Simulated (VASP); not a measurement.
A run of VASP 6.6.1 is set up as follows.

Contents of INCAR:

```
PREC = Accurate
ENCUT = 840
EDIFF = 1E-7
ISMEAR = 0
SIGMA = 0.1
LREAL = F
LASPH = T
NELM = 120
ALGO = Normal
ISIF = 3
LWAVE = F
LCHARG = F
GGA = PE
IBRION = 2
NSW = 90
EDIFFG = -0.04
GGA_COMPAT = F
NELMIN = 4
```

File KPOINTS:

```
regular mesh
0
Gamma
  4 4 4
```

POSCAR

```
Mg3ScBr3
1.0
    5.6627772200      0.0000000000      0.0000000000
    0.0000000000      5.6627772200      0.0000000000
    0.0000000000      0.0000000000      5.6627772200
Mg Sc Br
3 1 3
Direct
    0.0000000000      0.5000000000      0.5000000000
    0.5000000000      0.5000000000      0.0000000000
    0.5000000000      0.0000000000      0.5000000000
    0.5000000000      0.5000000000      0.5000000000
    0.0000000000      0.5000000000      0.0000000000
    0.5000000000      0.0000000000      0.0000000000
    0.0000000000      0.0000000000      0.5000000000
```

Potentials or basis: VASP PAW PBE potentials, release 64 (Mg_sv, Sc_sv, Br).

Launch:

```console
$ cat potpaw_PBE.64/Mg_sv/POTCAR potpaw_PBE.64/Sc_sv/POTCAR potpaw_PBE.64/Br/POTCAR > POTCAR
$ mpirun -np 1 vasp_std > vasp.out
```

**Question.** Predict the space group after relaxing (to 0.1 Å).

**Answer.** Pm-3m (No. 221).

**Question.** What does it give for the band gap on the k mesh?

**Answer.** Zero (bands 31 and 32 overlap by 0.46 eV).

**Question.** Estimate the relaxed volume.

**Answer.** 30.98 Å³/atom.

Step by step:
```
step  energy change (eV)  largest force (eV/Å)  pressure (GPa)  volume (Å³)
   1              0.0000                0.0000            5.77       181.59
   2             -0.5049                0.0000            1.01       207.25
   3             -0.5297                0.0000           -0.14       216.85
```

Caveat: the volume moved by over 15 % at a fixed basis, so the end points are rough.
